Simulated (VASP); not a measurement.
Set up this calculation in VASP 6.6.1, as the native input.

* Task: single point
* Functional: PBE
* Potentials or basis: VASP PAW PBE potentials, release 64 (Zr_sv)
* Cutoff: 520 eV
* k mesh: 15 × 15 × 8
* Occupations: fermi-dirac, width 0.08 eV
* Spin: no spin polarisation
* Dipole correction: no
* Further INCAR settings: ALGO = Normal; EDIFF = 1e-06; NBANDS = 19

The structure of Zr lies in POSCAR:

```
Zr
1.0
    2.9808590888      0.0000000000      0.0000000000
   -1.4904295444      2.5814996960      0.0000000000
    0.0000000000      0.0000000000      4.9507035655
Zr
2
Direct
    0.3333333333      0.6666666667      0.2500000000
    0.6666666667      0.3333333333      0.7500000000
```

These files were run (other wordings do the same):

INCAR

```
SYSTEM = Zr
PREC     = Accurate       ! precision mode
ENCUT    = 520            ! plane-wave cutoff, eV
EDIFF    = 1E-6           ! SCF threshold, eV
ISMEAR   = -1             ! smearing method
SIGMA    = 0.08           ! smearing width, eV
LREAL    = .FALSE.        ! projectors in reciprocal space
LASPH    = .TRUE.         ! aspherical terms in the spheres
NELM     = 80             ! most SCF steps
ALGO     = Normal         ! electronic algorithm
ISIF     = 2              ! what is computed and relaxed
LWAVE    = .FALSE.        ! write WAVECAR
LCHARG   = .FALSE.        ! write CHGCAR
GGA      = PE             ! functional
NBANDS   = 19             ! bands
```

KPOINTS

```
Automatic mesh
0
G
  15 15 8
  0 0 0
```

Potentials or basis: VASP PAW PBE potentials, release 64 (Zr_sv).

The run is started by

```console
$ cat potpaw_PBE.64/Zr_sv/POTCAR > POTCAR
$ mpirun -np 1 vasp_std > vasp.out
```

It gave:

```yaml
Pressure: 26.0 GPa
Band_gap_on_the_k_mesh: zero (band 12 reaches 12.51 eV, above the bottom of band 13 at 11.04 eV)
```

It took 26 s on 1 thread of Intel(R) Xeon(R) 6975P-C (Granite Rapids), with other jobs on the host, peak memory 0.21 GiB.
